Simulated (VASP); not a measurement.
# AgB2 (P6/mmm) in VASP: further runs

The runs below take AgB2 through single point, with PBE.

Program: VASP 6.6.1. These are calculated values, not measurements. Logs are shortened: lines on timing, memory, paths and dates and some standing lists are left out, and cuts for length are marked.

### 1 The cell of the first run

It takes space group P6/mmm (No. 191, hexagonal). Conventional cell: a = 2.922 Å, b = 2.922 Å, c = 3.924 Å, α = 90.00°, β = 90.00°, γ = 120.00°. Within 3.4 Å of Ag (site symmetry 6/mmm) lie 12 B at 2.59 Å and 6 Ag at 2.92 Å. Within 2.2 Å of B (site symmetry -6m2) lie 3 B at 1.69 Å.

### 2 Single point, PBE

Contents of INCAR:

```
SYSTEM = AgB2
  ALGO = Normal
  EDIFF = 1E-6
  ENCUT = 520
  GGA = PE
  ISIF = 2
  ISMEAR = 1
  LASPH = .TRUE.
  LCHARG = .FALSE.
  LREAL = .FALSE.
  LWAVE = .FALSE.
  NBANDS = 16
  NELM = 100
  PREC = Accurate
  SIGMA = 0.1
```

Contents of KPOINTS:

```
k-points
0
G
  11 11 7
  0 0 0
```

Contents of POSCAR:

```
AgB2
1.0
    2.9223471313      0.0000000000      0.0000000000
   -1.4611735656      2.5308267035      0.0000000000
    0.0000000000      0.0000000000      3.9236735509
Ag B
1 2
Direct
    0.0000000000      0.0000000000      0.0000000000
    0.3333333333      0.6666666667      0.5000000000
    0.6666666667      0.3333333333      0.5000000000
```

Potentials or basis: VASP PAW PBE potentials, release 64 (Ag, B).

Command:

```console
cat potpaw_PBE.64/Ag/POTCAR potpaw_PBE.64/B/POTCAR > POTCAR
mpirun -np 1 vasp_std > vasp.out
```

OUTCAR:

```text
SYSTEM = AgB2
   EDIFF = 1E-6
   ENCUT = 520
   GGA = PE
   ISIF = 2
   ISMEAR = 1
   LASPH = .TRUE.
   LREAL = .FALSE.
   NELM = 100
   PREC = Accurate

 ion  position               nearest neighbor table
   1  0.000  0.000  0.000-   2 2.59   2 2.59   3 2.59   3 2.59   2 2.59   3 2.59   2 2.59   3 2.59
                             3 2.59   3 2.59   2 2.59   2 2.59
   2  0.333  0.667  0.500-   3 1.69   3 1.69   3 1.69   1 2.59   1 2.59   1 2.59   1 2.59   1 2.59
                             1 2.59
   3  0.667  0.333  0.500-   2 1.69   2 1.69   2 1.69   1 2.59   1 2.59   1 2.59   1 2.59   1 2.59
                             1 2.59

  LATTYP: Found a hexagonal cell.
 ALAT       =     2.9223471313
 C/A-ratio  =     1.3426445849

  Lattice vectors:

 A1 = (   2.9223471313,   0.0000000000,   0.0000000000)
 A2 = (  -1.4611735656,   2.5308267035,   0.0000000000)
 A3 = (   0.0000000000,   0.0000000000,   3.9236735509)

Analysis of symmetry for initial positions (statically):
=====================================================================
 Subroutine PRICEL returns:
 Original cell was already a primitive cell.

 Routine SETGRP: Setting up the symmetry group for a
 hexagonal supercell.

 Subroutine GETGRP returns: Found 24 space group operations
 (whereof 24 operations were pure point group operations)
 out of a pool of 24 trial point group operations.

The static configuration has the point symmetry D_6h.

Analysis of symmetry for dynamics (positions and initial velocities):
=====================================================================
 Subroutine PRICEL returns:
 Original cell was already a primitive cell.

 Routine SETGRP: Setting up the symmetry group for a
 hexagonal supercell.

 Subroutine GETGRP returns: Found 24 space group operations
 (whereof 24 operations were pure point group operations)
 out of a pool of 24 trial point group operations.

The dynamic configuration has the point symmetry D_6h.

 Subroutine INISYM returns: Found 24 space group operations
 (whereof 24 operations are pure point group operations),
 and found     1 'primitive' translations

----------------------------------------------------------------------------------------

                                     Primitive cell

  volume of cell :      29.0193

  direct lattice vectors                    reciprocal lattice vectors
     2.922347131  0.000000000  0.000000000     0.342190696  0.197563902  0.000000000
    -1.461173566  2.530826703  0.000000000     0.000000000  0.395127805  0.000000000
     0.000000000  0.000000000  3.923673551     0.000000000  0.000000000  0.254863201

  length of vectors
[... 89 lines left out ...]
   NFREE  =      0    steps in history (QN), initial steepest desc. (CG)
   ISIF   =      2    stress and relaxation
   ISYM   =      2    0-nonsym 1-usesym 2-fastsym
   POTIM  = 0.5000    time-step for ionic-motion
   TEBEG  =    0.0;   TEEND  =   0.0 temperature during run
   PSTRESS=    0.0 pullay stress
   NELECT =      17.0000    total number of electrons
   NUPDOWN=      -1.0000    fix difference up-down
   EMIN   =  10.00;   EMAX   =-10.00  energy-range for DOS
   EFERMI =   0.00;   METHOD = LEGACY
   ISMEAR =     1;   SIGMA  =   0.10  broadening in eV -4-tet -1-fermi 0-gaus
   EFERMI_NEDOS =   21; number of points for ismear=-14 and -15
   IALGO  =     38    algorithm
   IMIX   =      4    mixing-type and parameters
     AMIX     =   0.40;   BMIX     =  1.00
     AMIX_MAG =   1.60;   BMIX_MAG =  1.00
  volume/ion in A,a.u.               =       9.67        65.28
  Fermi-wavevector in a.u.,A,eV,Ry     =   1.369816  2.588576 25.529901  1.876395
  Thomas-Fermi vector in A             =   2.495657
   LORBIT       =      0    0 simple, 1 ext, 2 COOP (PROOUT), +10 PAW based schemes
   GGA     = PE    functional components
   LHFCALC =     F    Hartree Fock is set to
   AEXX    =    0.0000 exact exchange contribution
   IVDW    =     0    specifies the selected vdW correction
   LEPSILON=     F    determine dielectric tensor
   LRPA    =     F    only Hartree local field effects (RPA)
 non-spin polarized calculation
 Methfessel and Paxton  Order N= 1 SIGMA  =   0.10
  energy-cutoff  :      520.00
  volume of cell :       29.02
 maximum number of plane-waves:       830
 NGX is ok and might be reduce to    24
   NGX = 11   NGY = 11   NGZ = 15

 number of electron      17.0000007 magnetization

 Free energy of the ion-electron system (eV)
  ---------------------------------------------------
  ext. energy  EPLUGINS =         0.00000000
  ---------------------------------------------------
  free energy    TOTEN  =       -14.38846394 eV

  energy without entropy =      -14.38795944  energy(sigma->0) =      -14.38829577

 E-fermi :   8.3565     XC(G=0): -12.5146

 val. band max:        8.3540460890   @ k =   0.3636   0.2727   0.4286
 cond. band min:       8.3758979654   @ k =   0.2727   0.2727   0.2857
 fundamental gap:      0.0218518764
 Fermi energy:         8.3565304073

 k-point     1 :       0.0000    0.0000    0.0000
  band No.  band energies     occupation
      1      -4.5367      2.00000
      2       2.0076      2.00000
      3       3.0644      2.00000
      4       3.0644      2.00000
      5       4.0448      2.00000
      6       4.1884      2.00000
[... 433 lines left out ...]
      3       2.5619      2.00000
      4       2.7694      2.00000
      5       3.8071      2.00000
      6       3.8962      2.00000
[... 8 lines left out ...]
     15      22.1991      0.00000
     16      25.6400      0.00000

 [... further k-points ...]

------------------------ aborting loop because EDIFF is reached ----------------------------------------

  FORCE on cell =-STRESS in cart. coord.  units (eV):
  Direction    XX          YY          ZZ          XY          YZ          ZX
  --------------------------------------------------------------------------------------
  -------------------------------------------------------------------------------------
  Total        3.9676996      3.9676991      2.5049441      0.0000000      0.0000000     -0.0000000
  in kB      219.0595990    219.0595729    138.2997972      0.0000000      0.0000000     -0.0000000
  external PRESSURE =     192.1396563 kB  Pullay stress =       0.0000000 kB

 VOLUME and BASIS-vectors are now :
 -----------------------------------------------------------------------------
  energy-cutoff  :      520.00
  volume of cell :       29.02
      direct lattice vectors                 reciprocal lattice vectors
     2.922347131  0.000000000  0.000000000     0.342190696  0.197563902  0.000000000
    -1.461173566  2.530826703  0.000000000     0.000000000  0.395127805  0.000000000
     0.000000000  0.000000000  3.923673551     0.000000000  0.000000000  0.254863201

 POSITION                                       TOTAL-FORCE (eV/Angst)
 -----------------------------------------------------------------------------------
      0.00000      0.00000      0.00000        -0.000000      0.000000     -0.000000
     -0.00000      1.68722      1.96184         0.000000      0.000000     -0.000000
      1.46117      0.84361      1.96184        -0.000000     -0.000000      0.000000
 -----------------------------------------------------------------------------------
    total drift:                               -0.000000      0.000000     -0.000000

  FREE ENERGIE OF THE ION-ELECTRON SYSTEM (eV)
  ---------------------------------------------------
  free  energy   TOTEN  =       -14.3884639431 eV

  energy  without entropy=      -14.3879594379  energy(sigma->0) =      -14.38829577
```

OSZICAR:

```text
N       E                     dE             d eps       ncg     rms          rms(c)
DAV:   1     0.662708068462E+02    0.66271E+02   -0.77133E+03  2072   0.964E+02
DAV:   2    -0.174871066416E+02   -0.83758E+02   -0.76384E+02  2712   0.221E+02
DAV:   3    -0.191491803803E+02   -0.16621E+01   -0.16576E+01  2320   0.317E+01
DAV:   4    -0.191537556463E+02   -0.45753E-02   -0.45750E-02  2680   0.178E+00
DAV:   5    -0.191537862520E+02   -0.30606E-04   -0.30607E-04  2328   0.144E-01    0.126E+01
DAV:   6    -0.148928556589E+02    0.42609E+01   -0.87371E+00  2488   0.460E+01    0.138E+01
DAV:   7    -0.144458668981E+02    0.44699E+00   -0.20958E+00  2144   0.167E+01    0.505E+00
DAV:   8    -0.143918730359E+02    0.53994E-01   -0.20109E-01  2448   0.438E+00    0.121E+00
DAV:   9    -0.143891190136E+02    0.27540E-02   -0.45500E-03  2544   0.100E+00    0.507E-01
DAV:  10    -0.143884852203E+02    0.63379E-03   -0.19703E-03  2272   0.519E-01    0.381E-02
DAV:  11    -0.143884630264E+02    0.22194E-04   -0.85254E-05  2512   0.130E-01    0.129E-02
DAV:  12    -0.143884639431E+02   -0.91665E-06   -0.94630E-06  2544   0.272E-02
   1 F= -.14388464E+02 E0= -.14388296E+02  d E =-.504505E-03
```

It took 15 s on 1 thread of AMD EPYC 9R45 (Zen 5), shared host; peak memory 0.13 GiB.

What came out:

```yaml
Free_energy: -14.3885 eV
Pressure: 19.2 GPa
```

Levels at points of the mesh, in eV from the Fermi level:
| k point | band 6 | band 7 | band 8 | band 9 | band 10 | band 11 |
| --- | --- | --- | --- | --- | --- | --- |
| (0.00, 0.00, 0.00) | -4.17 | -4.17 | 1.36 | 1.36 | 1.65 | 7.83 |

### 3 Single point, PBE

This run uses another cell than the first one, of 9.94 Å³/atom, 1.028 times its volume.

Contents of INCAR:

```
SYSTEM = AgB2
PREC = Accurate
ENCUT = 520
EDIFF = 1E-6
ISMEAR = 1
SIGMA = 0.1
LREAL = .False.
LASPH = .True.
NELM = 100
ALGO = Normal
ISIF = 2
LWAVE = .False.
LCHARG = .False.
GGA = PE
NBANDS = 16
```

Contents of KPOINTS:

```
Automatic mesh
0
Gamma
  11 11 7
  0 0 0
```

Contents of POSCAR:

```
AgB2
1.0
    2.9491591531      0.0000000000      0.0000000000
   -1.4745795766      2.5540465941      0.0000000000
    0.0000000000      0.0000000000      3.9596725668
Ag B
1 2
Direct
    0.0000000000      0.0000000000      0.0000000000
    0.3333333333      0.6666666667      0.5000000000
    0.6666666667      0.3333333333      0.5000000000
```

Potentials or basis: VASP PAW PBE potentials, release 64 (Ag, B).

Command:

```console
cat potpaw_PBE.64/Ag/POTCAR potpaw_PBE.64/B/POTCAR > POTCAR
mpirun -np 1 vasp_std > vasp.out
```

Run time: 16 s. Hardware: 1 thread of AMD EPYC 9R45 (Zen 5), shared host; peak memory 0.13 GiB.

It converged, with:

```yaml
Free_energy: -14.4703 eV
Pressure: 13.2 GPa
```

Stress tensor (GPa, compression positive):
```
15.18  0.00  0.00
 0.00 15.18  0.00
 0.00  0.00  9.33
```

Levels at points of the mesh, in eV from the Fermi level:
```tsv
k point	band 5	band 6	band 7	band 8	band 9	band 10	band 11	band 12
(0.00, 0.00, 0.00)	-4.16	-4.09	-4.09	1.35	1.35	1.54	7.75	7.75
```

### 4 Single point, PBE

This run uses another cell than the first one, of 10.21 Å³/atom, 1.056 times its volume.

Contents of INCAR:

```
SYSTEM = AgB2
ALGO = Normal
EDIFF = 1E-6
ENCUT = 520
GGA = PE
ISIF = 2
ISMEAR = 1
LASPH = .TRUE.
LCHARG = .FALSE.
LREAL = .FALSE.
LWAVE = .FALSE.
NBANDS = 16
NELM = 100
PREC = Accurate
SIGMA = 0.1
```

Contents of KPOINTS:

```
k-points
0
G
  11 11 7
  0 0 0
```

Contents of POSCAR:

```
AgB2
1.0
    2.9754923246      0.0000000000      0.0000000000
   -1.4877461623      2.5768517882      0.0000000000
    0.0000000000      0.0000000000      3.9950286569
Ag B
1 2
Direct
    0.0000000000      0.0000000000      0.0000000000
    0.3333333333      0.6666666667      0.5000000000
    0.6666666667      0.3333333333      0.5000000000
```

Command:

```console
cat potpaw_PBE.64/Ag/POTCAR potpaw_PBE.64/B/POTCAR > POTCAR
mpirun -np 1 vasp_std > vasp.out
```

It took 16 s on 1 thread of AMD EPYC 9R45 (Zen 5), shared host; peak memory 0.13 GiB.

It converged, with:

| Property | Result |
| --- | --- |
| Free energy | -14.5238 eV |
| Pressure | 8.0 GPa |

Stress tensor (GPa, compression positive):
```
9.24 0.00 0.00
0.00 9.24 0.00
0.00 0.00 5.44
```

Levels at points of the mesh, in eV from the Fermi level:
| k point | band 4 | band 5 | band 6 | band 7 | band 8 | band 9 | band 10 | band 11 | band 12 | band 13 |
| --- | --- | --- | --- | --- | --- | --- | --- | --- | --- | --- |
| (0.00, 0.00, 0.00) | -5.04 | -4.02 | -4.02 | -4.01 | 1.33 | 1.33 | 1.44 | 7.67 | 7.67 | 9.81 |

### 5 Single point, PBE

This run uses another cell than the first one, of 10.48 Å³/atom, 1.083 times its volume.

Contents of INCAR:

```
SYSTEM = AgB2
PREC     = Accurate       ! precision mode
ENCUT    = 520            ! plane-wave cutoff, eV
EDIFF    = 1E-6           ! SCF threshold, eV
ISMEAR   = 1              ! smearing method
SIGMA    = 0.1            ! smearing width, eV
LREAL    = .False.        ! projectors in reciprocal space
LASPH    = .True.         ! aspherical terms in the spheres
NELM     = 80             ! most SCF steps
ALGO     = Normal         ! electronic algorithm
ISIF     = 2              ! what is computed and relaxed
LWAVE    = .False.        ! write WAVECAR
LCHARG   = .False.        ! write CHGCAR
GGA      = PE             ! functional
NBANDS   = 16             ! bands
```

Contents of KPOINTS:

```
regular mesh
0
Gamma
  11 11 7
  0 0 0
```

Contents of POSCAR:

```
AgB2
1.0
    3.0013674697      0.0000000000      0.0000000000
   -1.5006837348      2.5992603199      0.0000000000
    0.0000000000      0.0000000000      4.0297697803
Ag B
1 2
Direct
    0.0000000000      0.0000000000      0.0000000000
    0.3333333333      0.6666666667      0.5000000000
    0.6666666667      0.3333333333      0.5000000000
```

Potentials or basis: VASP PAW PBE potentials, release 64 (Ag, B).

Command:

```console
cat potpaw_PBE.64/Ag/POTCAR potpaw_PBE.64/B/POTCAR > POTCAR
mpirun -np 1 vasp_std > vasp.out
```

OUTCAR:

```text
SYSTEM = AgB2
   PREC = Accurate
   ENCUT = 520
   EDIFF = 1E-6
   ISMEAR = 1
   LREAL = .False.
   LASPH = .True.
   NELM = 80
   ISIF = 2
   GGA = PE

 ion  position               nearest neighbor table
   1  0.000  0.000  0.000-   2 2.66   2 2.66   3 2.66   3 2.66   2 2.66   3 2.66   2 2.66   3 2.66
                             3 2.66   3 2.66   2 2.66   2 2.66
   2  0.333  0.667  0.500-   3 1.73   3 1.73   3 1.73   1 2.66   1 2.66   1 2.66   1 2.66   1 2.66
                             1 2.66
   3  0.667  0.333  0.500-   2 1.73   2 1.73   2 1.73   1 2.66   1 2.66   1 2.66   1 2.66   1 2.66
                             1 2.66

  LATTYP: Found a hexagonal cell.
[... 649 lines left out ...]
 [... further k-points ...]
[... 5 lines left out ...]
  --------------------------------------------------------------------------------------
  -------------------------------------------------------------------------------------
  Total        0.7883219      0.7883218      0.4107684      0.0000000     -0.0000000      0.0000000
  in kB       40.1758399     40.1758351     20.9342993      0.0000000     -0.0000000      0.0000000
  external PRESSURE =      33.7619914 kB  Pullay stress =       0.0000000 kB

 VOLUME and BASIS-vectors are now :
 -----------------------------------------------------------------------------
  energy-cutoff  :      520.00
  volume of cell :       31.44
      direct lattice vectors                 reciprocal lattice vectors
     3.001367470  0.000000000  0.000000000     0.333181461  0.192362418  0.000000000
    -1.500683735  2.599260320  0.000000000     0.000000000  0.384724836  0.000000000
     0.000000000  0.000000000  4.029769780     0.000000000  0.000000000  0.248153134

 POSITION                                       TOTAL-FORCE (eV/Angst)
 -----------------------------------------------------------------------------------
      0.00000      0.00000      0.00000        -0.000000      0.000000      0.000000
     -0.00000      1.73284      2.01488         0.000000      0.000000      0.000000
      1.50068      0.86642      2.01488         0.000000      0.000000      0.000000
 -----------------------------------------------------------------------------------
    total drift:                               -0.000000      0.000000     -0.000000

  FREE ENERGIE OF THE ION-ELECTRON SYSTEM (eV)
  ---------------------------------------------------
  free  energy   TOTEN  =       -14.5526185909 eV

  energy  without entropy=      -14.5517395636  energy(sigma->0) =      -14.55232558
```

It took 16 s on 1 thread of AMD EPYC 9R45 (Zen 5), shared host; peak memory 0.13 GiB.

What came out:

| Quantity | Value |
| --- | --- |
| Free energy | -14.5526 eV |
| Pressure | 3.4 GPa |

Levels at points of the mesh, in eV from the Fermi level:
```csv
k point,band 4,band 5,band 6,band 7,band 8,band 9,band 10,band 11,band 12,band 13
"(0.00, 0.00, 0.00)",-4.93,-3.96,-3.96,-3.88,1.31,1.31,1.34,7.59,7.59,9.59
```

[end of part 1 of 2]
